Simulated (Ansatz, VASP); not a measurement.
Ag: VASP beside Ansatz

```
CELL_PARAMETERS angstrom
0.00000 1.99202 1.99202
1.99202 0.00000 1.99202
1.99202 1.99202 0.00000
ATOMIC_POSITIONS crystal
Ag 0.00000 0.00000 0.00000
```

Change from the starting cell: strain -0.025 along x and y, -0.025 along z, atoms carried along.

Alike in both runs: task single point; functional r2SCAN; k mesh 20 × 20 × 20; occupations gaussian, width 0.15 eV; no spin polarisation.

|  | VASP | Ansatz |
| --- | --- | --- |
| version | VASP 6.6.1 | Ansatz 0.2.0 |
| potentials or method | VASP PAW PBE potentials, release 64 (Ag), cutoff 520 eV | scalar-relativistic, plane waves, PAW |
| valence electrons in the cell | 11 | 19 |

|  | VASP | Ansatz | Ansatz less VASP |
| --- | --- | --- | --- |
| gap on the k mesh at the Fermi level (eV) | none | none | - |
| pressure (GPa) | 12.3 | 11.9 | -0.33 |

VASP's potentials were made for PBE, not for r2SCAN. A gap of «none» marks a metal or a gap that the smearing closes. The functional is the same, so the differences come from potentials, cutoffs and numerics. VASP's potentials hold 11 valence electrons a cell and Ansatz's 19, so a difference there can come from the potentials and not from the codes.
